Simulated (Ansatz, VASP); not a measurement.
## InGa2N3: VASP beside Ansatz

File INCAR:

```
PREC = Accurate
ENCUT = 600
EDIFF = 1E-7
ISMEAR = 0
SIGMA = 0.1
LREAL = F
LASPH = T
NELM = 100
ALGO = Normal
ISIF = 3
LWAVE = F
LCHARG = F
GGA = PE
IBRION = 2
NSW = 90
EDIFFG = -0.04
```

File KPOINTS:

```
Automatic mesh
0
Gamma
  3 3 6
```

File POSCAR:

```
InGa2N3
1.0
    6.2831622729      0.0000000000      0.0000000000
   -3.1415811365      5.4413781444      0.0000000000
    0.0000000000      0.0000000000      3.3044568380
In Ga N
1 2 3
Direct
    0.0000000000      0.0000000000      0.0000000000
    0.3333333333      0.6666666667      0.5000000000
    0.6666666667      0.3333333333      0.5000000000
    0.5000000000      0.0000000000      0.5000000000
    0.0000000000      0.5000000000      0.5000000000
    0.5000000000      0.5000000000      0.5000000000
```

Input for Ansatz:

```yaml
crystal:
  lattice:
    - [6.2831622729, 0.0, 0.0]
    - [-3.1415811365, 5.4413781444, 0.0]
    - [0.0, 0.0, 3.304456838]
  atoms:
    - { symbol: In, position: [0.0, 0.0, 0.0] }
    - { symbol: Ga, position: [0.3333333333, 0.6666666667, 0.5] }
    - { symbol: Ga, position: [0.6666666667, 0.3333333333, 0.5] }
    - { symbol: "N", position: [0.5, 0.0, 0.5] }
    - { symbol: "N", position: [0.0, 0.5, 0.5] }
    - { symbol: "N", position: [0.5, 0.5, 0.5] }
basis:
  ecutwfc: 420
kpoints:
  mp_grid: { grid: [3, 3, 6] }
hamiltonian:
  xc: pbe
scf:
  occupations: { method: gaussian, width: 0.1 }
  lower_state_search: "off"
output:
  forces: true
  stress: true
  eigenvalues: true
relax:
  adjacent_minimum: "off"
  f_tol: 0.04
  max_steps: 70
  cell: { stress_tol: 0.4 }
```

Alike in both runs: task relaxation of cell and atoms; functional PBE; k mesh 3 × 3 × 6; occupations gaussian, width 0.1 eV; no spin polarisation.

|  | VASP | Ansatz |
| --- | --- | --- |
| version | VASP 6.6.1 | Ansatz 0.2.0 |
| potentials or method | VASP PAW PBE potentials, release 64 (In_d, Ga_d, N), cutoff 600 eV | scalar-relativistic, plane waves, PAW |
| valence electrons in the cell | 54 | 54 |

```tsv
	VASP	Ansatz	Ansatz less VASP
gap on the k mesh at the Fermi level, each at its own relaxed structure (eV)	none	none	-
relaxed volume (Å³/atom)	18.77	18.99	+0.221
relaxed length of the cell vector where the two differ most in proportion (Å)	3.314	3.338	+0.0241
```

A gap of «none» marks a metal or a gap that the smearing closes.

The k mesh is coarse, so the values compare programs but aren't converged.
